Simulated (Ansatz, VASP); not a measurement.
AlN in VASP and in Ansatz

The input INCAR:

```
SYSTEM = AlN
PREC = Accurate
ENCUT = 520
EDIFF = 1E-6
ISMEAR = -1
SIGMA = 0.02
LREAL = .False.
LASPH = .True.
NELM = 80
ALGO = Normal
ISIF = 2
LWAVE = .False.
LCHARG = .False.
GGA = PE
NBANDS = 11
```

Contents of KPOINTS:

```
regular mesh
0
Gamma
  10 10 10
  0 0 0
```

POSCAR

```
AlN
1.0
    0.0000000000      1.9780000000      1.9780000000
    1.9780000000      0.0000000000      1.9780000000
    1.9780000000      1.9780000000      0.0000000000
Al N
1 1
Direct
    0.0202224469      0.0202224469     -0.0202224469
    0.5000000000      0.5000000000      0.5000000000
```

Input for Ansatz:

```yaml
crystal:
  lattice:
    - [0.0, 1.978, 1.978]
    - [1.978, 0.0, 1.978]
    - [1.978, 1.978, 0.0]
  atoms:
    - { symbol: Al, position: [0.0202224469, 0.0202224469, -0.0202224469] }
    - { symbol: "N", position: [0.5, 0.5, 0.5] }
kpoints:
  mp_grid: { grid: [10, 10, 10] }
scf:
  occupations: { method: fermi_dirac, width: 0.02 }
hamiltonian:
  xc: pbe
  pseudopotentials: { kind: all_electron, lapw: { basis_error: 0.001 } }
output:
  forces: true
  stress: true
  eigenvalues: true
```

Alike in both runs: task single point; functional PBE; k mesh 10 × 10 × 10; occupations fermi-dirac, width 0.02 eV; no spin polarisation.

|  | VASP | Ansatz |
| --- | --- | --- |
| version | VASP 6.6.1 | Ansatz 0.2.0 |
| potentials or method | VASP PAW PBE potentials, release 64 (Al, N), cutoff 520 eV | all-electron LAPW, scalar-relativistic |

|  | VASP | Ansatz | Ansatz less VASP |
| --- | --- | --- | --- |
| gap on the k mesh at the Fermi level (eV) | 5.20 | 5.20 | 0.000 |
| pressure (GPa) | 26.5 | 26.8 | +0.29 |
| traceless stress, the component that is largest in VASP (GPa) | 3.36 | 3.35 | -0.007 |
| rms of the force components (eV/Å) | 0.486 | 0.484 | -0.0023 |

Atom by atom the forces differ by 0.002 eV/Å (rms over components). Ansatz ran all-electron here, and VASP with PAW potentials.
